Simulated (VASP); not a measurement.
# WSe (Fm-3m) in VASP: single point with PBE+U

Aim: the single point of WSe with PBE+U.

Everything below comes from runs of VASP 6.6.1. Logs are shortened: lines on timing, memory, paths and dates and some standing lists are left out, and cuts for length are marked.

## (1) The cell of the first run

The structure is cubic, space group Fm-3m (No. 225). The conventional cell has a = 5.742 Å, b = 5.742 Å, c = 5.742 Å, α = 90.00°, β = 90.00°, γ = 90.00°. Within 3.8 Å of W (site symmetry m-3m) lie 6 Se at 2.87 Å. Within 3.8 Å of Se (site symmetry m-3m) lie 6 W at 2.87 Å.

## (2) Single point, PBE+U

Contents of INCAR:

```
SYSTEM = WSe
PREC     = Accurate       ! precision mode
ENCUT    = 500            ! plane-wave cutoff, eV
EDIFF    = 1E-6           ! SCF threshold, eV
ISMEAR   = 0              ! smearing method
SIGMA    = 0.1            ! smearing width, eV
LREAL    = .FALSE.        ! projectors in reciprocal space
LASPH    = .TRUE.         ! aspherical terms in the spheres
NELM     = 300            ! most SCF steps
ALGO     = All            ! electronic algorithm
ISIF     = 2              ! what is computed and relaxed
LWAVE    = .FALSE.        ! write WAVECAR
LCHARG   = .FALSE.        ! write CHGCAR
LMAXMIX  = 4              ! l up to which the mixer works
LDAU     = .TRUE.         ! DFT+U
LDAUTYPE = 2            
LDAUL    = 2 -1           ! shell
LDAUU    = 6.2 0          ! U, eV
LDAUJ    = 0 0          
LDAUPRINT= 1            
GGA      = PE             ! functional
NBANDS   = 17             ! bands
GGA_COMPAT= .FALSE.      
ISEARCH  = 1            
KPAR     = 4
```

Contents of KPOINTS:

```
Automatic mesh
0
G
  12 12 12
  0 0 0
```

Contents of POSCAR:

```
WSe
1.0
    0.0000000000      2.8710028295      2.8710028295
    2.8710028295      0.0000000000      2.8710028295
    2.8710028295      2.8710028295      0.0000000000
W Se
1 1
Direct
    0.0000000000      0.0000000000      0.0000000000
    0.5000000000      0.5000000000      0.5000000000
```

Potentials or basis: VASP PAW PBE potentials, release 64 (W_sv, Se).

Launch:

```
$ cat potpaw_PBE.64/W_sv/POTCAR potpaw_PBE.64/Se/POTCAR > POTCAR
$ mpirun -np 4 vasp_std > vasp.out
```

OUTCAR:

```text
SYSTEM = WSe
   PREC = Accurate
   ENCUT = 500
   EDIFF = 1E-6
   ISMEAR = 0
   LREAL = .FALSE.
   LASPH = .TRUE.
   NELM = 300
   ISIF = 2
   GGA = PE

 ion  position               nearest neighbor table
   1  0.000  0.000  0.000-   2 2.87   2 2.87   2 2.87   2 2.87   2 2.87   2 2.87
   2  0.500  0.500  0.500-   1 2.87   1 2.87   1 2.87   1 2.87   1 2.87   1 2.87

  LATTYP: Found a face centered cubic cell.
 ALAT       =     5.7420056590

  Lattice vectors:

 A1 = (   0.0000000000,   2.8710028295,   2.8710028295)
 A2 = (   2.8710028295,   0.0000000000,   2.8710028295)
 A3 = (   2.8710028295,   2.8710028295,   0.0000000000)

Analysis of symmetry for initial positions (statically):
=====================================================================
 Subroutine PRICEL returns:
 Original cell was already a primitive cell.

 Routine SETGRP: Setting up the symmetry group for a
 face centered cubic supercell.

 Subroutine GETGRP returns: Found 48 space group operations
 (whereof 48 operations were pure point group operations)
 out of a pool of 48 trial point group operations.

The static configuration has the point symmetry O_h .

Analysis of symmetry for dynamics (positions and initial velocities):
=====================================================================
 Subroutine PRICEL returns:
 Original cell was already a primitive cell.

 Routine SETGRP: Setting up the symmetry group for a
 face centered cubic supercell.

 Subroutine GETGRP returns: Found 48 space group operations
 (whereof 48 operations were pure point group operations)
 out of a pool of 48 trial point group operations.

The dynamic configuration has the point symmetry O_h .

 Subroutine INISYM returns: Found 48 space group operations
 (whereof 48 operations are pure point group operations),
 and found     1 'primitive' translations

----------------------------------------------------------------------------------------

                                     Primitive cell

  volume of cell :      47.3294

  direct lattice vectors                    reciprocal lattice vectors
     0.000000000  2.871002830  2.871002830    -0.174155175  0.174155175  0.174155175
     2.871002830  0.000000000  2.871002830     0.174155175 -0.174155175  0.174155175
     2.871002830  2.871002830  0.000000000     0.174155175  0.174155175 -0.174155175

  length of vectors
     4.060211139  4.060211139  4.060211139     0.301645611  0.301645611  0.301645611

  position of ions in fractional coordinates (direct lattice)
     0.000000000  0.000000000  0.000000000
     0.500000000  0.500000000  0.500000000

  ion indices of the primitive-cell ions
   primitive index   ion index
                 1           1
                 2           2

----------------------------------------------------------------------------------------

 KPOINTS: Automatic mesh

Automatic generation of k-mesh.
 Grid dimensions read from file:
 generate k-points for:   12   12   12

 Generating k-lattice:

  Cartesian coordinates                     Fractional coordinates (reciprocal lattice)
    -0.014512931  0.014512931  0.014512931     0.083333333  0.000000000  0.000000000
     0.014512931 -0.014512931  0.014512931     0.000000000  0.083333333  0.000000000
     0.014512931  0.014512931 -0.014512931     0.000000000  0.000000000  0.083333333

  Length of vectors
     0.025137134  0.025137134  0.025137134

  Shift w.r.t. Gamma in fractional coordinates (k-lattice)
     0.000000000  0.000000000  0.000000000

 Subroutine IBZKPT returns following result:
 ===========================================

 Found     72 irreducible k-points:

 Following reciprocal coordinates:
            Coordinates               Weight
  0.000000  0.000000  0.000000      1.000000
  0.083333  0.000000  0.000000      8.000000
  0.166667  0.000000  0.000000      8.000000
  0.250000  0.000000  0.000000      8.000000
  0.333333  0.000000  0.000000      8.000000
  0.416667  0.000000  0.000000      8.000000
[... 16 lines left out ...]
  0.500000  0.166667  0.000000     24.000000
 -0.416667  0.166667  0.000000     24.000000
 [... further k-points ...]
   k-points           NKPTS =     72   k-points in BZ     NKDIM =     72   number of bands    NBANDS=     17
   number of dos      NEDOS =    301   number of ions     NIONS =      2
   total plane-waves  NPLWV =  27000
   dimension x,y,z NGX =    30 NGY =   30 NGZ =   30
   dimension x,y,z NGXF=    60 NGYF=   60 NGZF=   60
   ions per type =               1   1
   NGX,Y,Z   is equivalent  to a cutoff of  12.28, 12.28, 12.28 a.u.
   NGXF,Y,Z  is equivalent  to a cutoff of  24.57, 24.57, 24.57 a.u.
 SYSTEM =  WSe
   PREC   = accura    normal or accurate (medium, high low for compatibility)
   ISTART =      0    job   : 0-new  1-cont  2-samecut
   ICHARG =      2    charge: 1-file 2-atom 10-const
   ISPIN  =      1    spin polarized calculation?
   LNONCOLLINEAR =      F non collinear calculations
   LSORBIT =      F    spin-orbit coupling
   LASPH  =      T    aspherical Exc in radial PAW
   ENCUT  =  500.0 eV  36.75 Ry    6.06 a.u.   7.40  7.40  7.40*2*pi/ulx,y,z
   NELM   =    300;   NELMIN=  2; NELMDL= -5     # of ELM steps
   EDIFF  = 0.1E-05   stopping-criterion for ELM
   LREAL  =      F    real-space projection
   EDIFFG = 0.1E-04   stopping-criterion for IOM
   NSW    =      0    number of steps for IOM
   IBRION =     -1    ionic relax: 0-MD 1-quasi-New 2-CG
   NFREE  =      0    steps in history (QN), initial steepest desc. (CG)
   ISIF   =      2    stress and relaxation
   ISYM   =      2    0-nonsym 1-usesym 2-fastsym
   POTIM  = 0.5000    time-step for ionic-motion
   TEBEG  =    0.0;   TEEND  =   0.0 temperature during run
   PSTRESS=    0.0 pullay stress
   NELECT =      20.0000    total number of electrons
   NUPDOWN=      -1.0000    fix difference up-down
   EMIN   =  10.00;   EMAX   =-10.00  energy-range for DOS
   EFERMI =   0.00;   METHOD = LEGACY
   ISMEAR =     0;   SIGMA  =   0.10  broadening in eV -4-tet -1-fermi 0-gaus
   EFERMI_NEDOS =   21; number of points for ismear=-14 and -15
   IALGO  =     58    algorithm
   IMIX   =      4    mixing-type and parameters
     AMIX     =   0.40;   BMIX     =  1.00
     AMIX_MAG =   1.60;   BMIX_MAG =  1.00
  volume/ion in A,a.u.               =      23.66       159.70
  Fermi-wavevector in a.u.,A,eV,Ry     =   1.228498  2.321525 20.534021  1.509208
  Thomas-Fermi vector in A             =   2.363421
   LORBIT       =      0    0 simple, 1 ext, 2 COOP (PROOUT), +10 PAW based schemes
 LDA+U is selected, type is set to LDAUTYPE =  2
   angular momentum for each species LDAUL =     2   -1
   U (eV)           for each species LDAUU =   6.2  0.0
   J (eV)           for each species LDAUJ =   0.0  0.0
   GGA     = PE    functional components
   LHFCALC =     F    Hartree Fock is set to
   AEXX    =    0.0000 exact exchange contribution
   IVDW    =     0    specifies the selected vdW correction
   LEPSILON=     F    determine dielectric tensor
   LRPA    =     F    only Hartree local field effects (RPA)
 non-spin polarized calculation
 Gauss-broadening in eV      SIGMA  =   0.10
  energy-cutoff  :      500.00
  volume of cell :       47.33
 maximum number of plane-waves:      1243
 NGX is ok and might be reduce to    30
   NGX = 15   NGY = 15   NGZ = 15

atom =   1  type =  1  l = 2

 onsite density matrix

spin component  1

  0.4591 -0.0000 -0.0000 -0.0000  0.0000
 -0.0000  0.4591 -0.0000 -0.0000  0.0000
 -0.0000 -0.0000  0.1063 -0.0000 -0.0000
 -0.0000 -0.0000 -0.0000  0.4591 -0.0000
  0.0000  0.0000 -0.0000 -0.0000  0.1063

spin component  2

  0.4591 -0.0000 -0.0000 -0.0000  0.0000
 -0.0000  0.4591 -0.0000 -0.0000  0.0000
 -0.0000 -0.0000  0.1063 -0.0000 -0.0000
 -0.0000 -0.0000 -0.0000  0.4591 -0.0000
  0.0000  0.0000 -0.0000 -0.0000  0.1063

 occupancies and eigenvectors

  o =  0.1063  v =  0.0000  0.0000 -0.0039 -0.0000  1.0000  0.0000  0.0000  0.0000  0.0000  0.0000      0.0000  0.0000  0.0000  0.0000  0.0000  0.0000  0.0000  0.0000  0.0000  0.0000
  o =  0.1063  v =  0.0000  0.0000  0.0000  0.0000  0.0000  0.0000  0.0000 -0.0039 -0.0000  1.0000      0.0000  0.0000  0.0000  0.0000  0.0000  0.0000  0.0000  0.0000  0.0000  0.0000
  o =  0.1063  v =  0.0000  0.0000  1.0000  0.0000  0.0039  0.0000  0.0000  0.0000  0.0000  0.0000      0.0000  0.0000  0.0000  0.0000  0.0000  0.0000  0.0000  0.0000  0.0000  0.0000
  o =  0.1063  v =  0.0000  0.0000  0.0000  0.0000  0.0000  0.0000  0.0000  1.0000  0.0000  0.0039      0.0000  0.0000  0.0000  0.0000  0.0000  0.0000  0.0000  0.0000  0.0000  0.0000
  o =  0.4591  v =  0.0000  0.0000  0.0000  0.0000  0.0000  0.0000 -0.0424  0.0000 -0.9991 -0.0000      0.0000  0.0000  0.0000  0.0000  0.0000  0.0000  0.0000  0.0000  0.0000  0.0000
  o =  0.4591  v =  0.0000 -0.0424  0.0000 -0.9991 -0.0000  0.0000  0.0000  0.0000  0.0000  0.0000      0.0000  0.0000  0.0000  0.0000  0.0000  0.0000  0.0000  0.0000  0.0000  0.0000
  o =  0.4591  v =  1.0000  0.0000  0.0000  0.0000  0.0000  0.0000  0.0000  0.0000  0.0000  0.0000      0.0000  0.0000  0.0000  0.0000  0.0000  0.0000  0.0000  0.0000  0.0000  0.0000
  o =  0.4591  v =  0.0000  0.0000  0.0000  0.0000  0.0000  1.0000  0.0000  0.0000  0.0000  0.0000      0.0000  0.0000  0.0000  0.0000  0.0000  0.0000  0.0000  0.0000  0.0000  0.0000
  o =  0.4591  v =  0.0000  0.9991 -0.0000 -0.0424 -0.0000  0.0000  0.0000  0.0000  0.0000  0.0000      0.0000  0.0000  0.0000  0.0000  0.0000  0.0000  0.0000  0.0000  0.0000  0.0000
  o =  0.4591  v =  0.0000  0.0000  0.0000  0.0000  0.0000  0.0000  0.9991 -0.0000 -0.0424 -0.0000      0.0000  0.0000  0.0000  0.0000  0.0000  0.0000  0.0000  0.0000  0.0000  0.0000

 number of electron      20.0000002 magnetization

 Free energy of the ion-electron system (eV)
  ---------------------------------------------------
  ext. energy  EPLUGINS =         0.00000000
  ---------------------------------------------------
  free energy    TOTEN  =        -6.65040012 eV

  energy without entropy =       -6.61860699  energy(sigma->0) =       -6.63450356

 E-fermi :   6.1000     XC(G=0): -10.5650

 val. band max:        6.1000735657   @ k =   0.5000   0.0833   0.0000
 cond. band min:       6.1042327209   @ k =  -0.3333   0.4167   0.0833
 fundamental gap:      0.0041591552
 Fermi energy:         6.0999977483

 k-point     1 :       0.0000    0.0000    0.0000
  band No.  band energies     occupation
      1     -69.2623      2.00000
      2     -33.3682      2.00000
      3     -33.3682      2.00000
      4     -33.3682      2.00000
      5      -8.5693      2.00000
      6       3.7967      2.00000
[... 9 lines left out ...]
     16      16.7188      0.00000
     17      16.7188      0.00000

 k-point     2 :       0.0833    0.0000    0.0000
  band No.  band energies     occupation
      1     -69.2623      2.00000
      2     -33.3697      2.00000
      3     -33.3684      2.00000
      4     -33.3684      2.00000
      5      -8.5152      2.00000
      6       3.0183      2.00000
[... 9 lines left out ...]
     16      15.7484      0.00000
     17      16.1615      0.00000

 k-point     3 :       0.1667    0.0000    0.0000
  band No.  band energies     occupation
      1     -69.2622      2.00000
      2     -33.3738      2.00000
      3     -33.3689      2.00000
      4     -33.3689      2.00000
      5      -8.3616      2.00000
      6       1.8738      2.00000
[... 392 lines left out ...]
 k-point    23 :       0.5000    0.1667    0.0000
  band No.  band energies     occupation
      1     -69.2618      2.00000
      2     -33.3880      2.00000
      3     -33.3741      2.00000
      4     -33.3723      2.00000
      5      -7.6206      2.00000
      6      -0.3619      2.00000
[... 9 lines left out ...]
     16      13.0669      0.00000
     17      13.4292      0.00000

 k-point    24 :      -0.4167    0.1667    0.0000
  band No.  band energies     occupation
      1     -69.2618      2.00000
      2     -33.3883      2.00000
      3     -33.3748      2.00000
      4     -33.3717      2.00000
      5      -7.5941      2.00000
      6      -0.4350      2.00000
[... 9 lines left out ...]
     16      12.5681      0.00000
     17      13.1266      0.00000

 [... further k-points ...]

------------------------ aborting loop because EDIFF is reached ----------------------------------------

  FORCE on cell =-STRESS in cart. coord.  units (eV):
  Direction    XX          YY          ZZ          XY          YZ          ZX
  --------------------------------------------------------------------------------------
  -------------------------------------------------------------------------------------
  Total       -4.4945231     -4.4945231     -4.4945231      0.0000000      0.0000000     -0.0000000
  in kB     -152.1469830   -152.1469830   -152.1469830      0.0000000      0.0000000     -0.0000000
  external PRESSURE =    -152.1469830 kB  Pullay stress =       0.0000000 kB

 VOLUME and BASIS-vectors are now :
 -----------------------------------------------------------------------------
  energy-cutoff  :      500.00
  volume of cell :       47.33
      direct lattice vectors                 reciprocal lattice vectors
     0.000000000  2.871002830  2.871002830    -0.174155175  0.174155175  0.174155175
     2.871002830  0.000000000  2.871002830     0.174155175 -0.174155175  0.174155175
     2.871002830  2.871002830  0.000000000     0.174155175  0.174155175 -0.174155175

 POSITION                                       TOTAL-FORCE (eV/Angst)
 -----------------------------------------------------------------------------------
      0.00000      0.00000      0.00000         0.000000     -0.000000     -0.000000
      2.87100      2.87100      2.87100        -0.000000      0.000000      0.000000
 -----------------------------------------------------------------------------------
    total drift:                               -0.000000      0.000000      0.000000

  FREE ENERGIE OF THE ION-ELECTRON SYSTEM (eV)
  ---------------------------------------------------
  free  energy   TOTEN  =        -6.6504001233 eV

  energy  without entropy=       -6.6186047298  energy(sigma->0) =       -6.63450243
```

Wall time 36 s (4 MPI ranks of Intel Xeon Platinum 8375C at 2.90GHz (Ice Lake), shared host); peak memory 0.24 GiB.

Results:

```yaml
Free_energy: -6.6504 eV
Pressure: -15.2 GPa
Band_gap_on_the_k_mesh: zero (bands 10 and 11 overlap by 1.76 eV)
```

Levels at points of the mesh, in eV from the Fermi level:
```
           k point  band 7  band 8  band 9  band 10  band 11  band 12  band 13  band 14
(0.00, 0.00, 0.00)   -2.30   -2.30   -1.44    -1.44    -1.44    -0.50     0.35     0.35
(0.50, 0.00, 0.00)   -4.10   -4.10   -0.02    -0.02     0.03     2.04     4.64     4.64
(0.50, 0.50, 0.00)   -3.50   -3.50   -2.54    -0.46     0.30     0.30     1.10     2.44
```

Eigenvalues of the final occupation matrices:
```csv
site,spin,trace,eigenvalues
site 1 d,1,1.59,0.11 0.11 0.46 0.46 0.46
site 1 d,2,1.59,0.11 0.11 0.46 0.46 0.46
```

Caveat: the cell stands under tension; spin-orbit coupling is left out, which moves the levels of the heavy elements; U without spin polarisation on a metal has little footing.
